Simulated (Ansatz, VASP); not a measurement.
**Al: VASP beside Ansatz**

```xyz
1
Lattice="2.8679 0.0000 -0.0059 -1.4340 2.4837 0.0000 1.4292 0.8252 2.2825" Properties=species:S:1:pos:R:3 pbc="T T T"
Al    0.0000    0.0000    0.0000
```

Change from the starting cell: band edges of the strained film's bulk.

Alike in both runs: task single point; functional PBEsol; k mesh 12 × 12 × 15; occupations gaussian, width 0.1 eV; no spin polarisation.

|  | VASP | Ansatz |
| --- | --- | --- |
| version | VASP 6.6.1 | Ansatz 0.2.0 |
| potentials or method | VASP PAW PBE potentials, release 64 (Al), cutoff 500 eV | scalar-relativistic, plane waves, PAW |
| valence electrons in the cell | 3 | 3 |

Ansatz gave:

```
gap on the k mesh at the Fermi level (eV)                     : none
pressure (GPa)                                                : -0.4
traceless stress, the component that is largest in VASP (GPa) : 0.41
```

Q: Estimate VASP's values.

A: gap on the k mesh at the Fermi level (eV): none; pressure (GPa): -0.4; traceless stress, the component that is largest in VASP (GPa): 0.42.

VASP's potentials were made for PBE, not for PBEsol. A gap of «none» marks a metal or a gap that the smearing closes. The functional is the same, so the differences come from potentials, cutoffs and numerics.
